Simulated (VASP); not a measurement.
Here is a VASP 6.6.1 calculation.

Contents of INCAR:

```
SYSTEM = InP
  PREC = Accurate
  ENCUT = 520
  EDIFF = 1E-6
  ISMEAR = 0
  SIGMA = 0.1
  LREAL = .FALSE.
  LASPH = .TRUE.
  NELM = 100
  ALGO = Normal
  ISIF = 2
  LWAVE = .FALSE.
  LCHARG = .FALSE.
  GGA = PS
  NBANDS = 16
```

File KPOINTS:

```
regular mesh
0
G
  14 14 14
  0 0 0
```

POSCAR

```
InP
1.0
    0.0000000000      2.7295669360      2.7295669360
    2.7295669360      0.0000000000      2.7295669360
    2.7295669360      2.7295669360      0.0000000000
In P
1 1
Direct
    0.0000000000      0.0000000000      0.0000000000
    0.5000000000      0.5000000000      0.5000000000
```

Potentials or basis: VASP PAW PBE potentials, release 64 (In_d, P).

Launch:

```bash
$ cat potpaw_PBE.64/In_d/POTCAR potpaw_PBE.64/P/POTCAR > POTCAR
$ mpirun -np 1 vasp_std > vasp.out
```

**Question.** Estimate the pressure.

**Answer.** 0.0 GPa.

**Question.** Predict the band gap on the k mesh.

**Answer.** Zero (band 9 reaches 7.80 eV, above the bottom of band 10 at 4.97 eV).

Caveat: the PAW data sets were made with another functional, which shifts forces and pressure a little; spin-orbit coupling is left out, which moves the levels of the heavy elements.
